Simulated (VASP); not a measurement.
**Pb: single point with PBE**

Crystal: Pb.

```
CELL_PARAMETERS angstrom
3.54825 0.00000 0.00000
-1.77413 3.07288 0.00000
0.00000 0.00000 5.69964
ATOMIC_POSITIONS crystal
Pb 0.66667 0.33333 0.75000
Pb 0.33333 0.66667 0.25000
```

This isn't the form of Pb at room conditions, which is fcc.

- Program: VASP 6.6.1
- Task: single point
- Functional: PBE
- Potentials or basis: VASP PAW PBE potentials, release 64 (Pb_d)
- Cutoff: 520 eV
- k mesh: 9 × 9 × 5
- Occupations: fermi-dirac, width 0.05 eV
- Spin: no spin polarisation
- Dipole correction: no
- Further INCAR settings: ALGO = Fast; EDIFF = 1e-06; NBANDS = 21

```
Pressure               : 1.2 GPa
Band gap on the k mesh : zero (bands 14 and 15 overlap by 7.29 eV)
```

Stress tensor (GPa, compression positive):
```
0.39 0.00 0.00
0.00 0.39 0.00
0.00 0.00 2.92
```

Levels at points of the mesh, in eV from the Fermi level:
```tsv
k point	band 12	band 13	band 14	band 15	band 16	band 17
(0.00, 0.00, 0.00)	-7.92	-3.99	5.30	5.30	7.07	7.07
```

Wall time 85 s on 1 thread of AMD EPYC 7R13 (shared host), peak memory 0.16 GiB.

Caveat: spin-orbit coupling is left out, which moves the levels of the heavy elements.
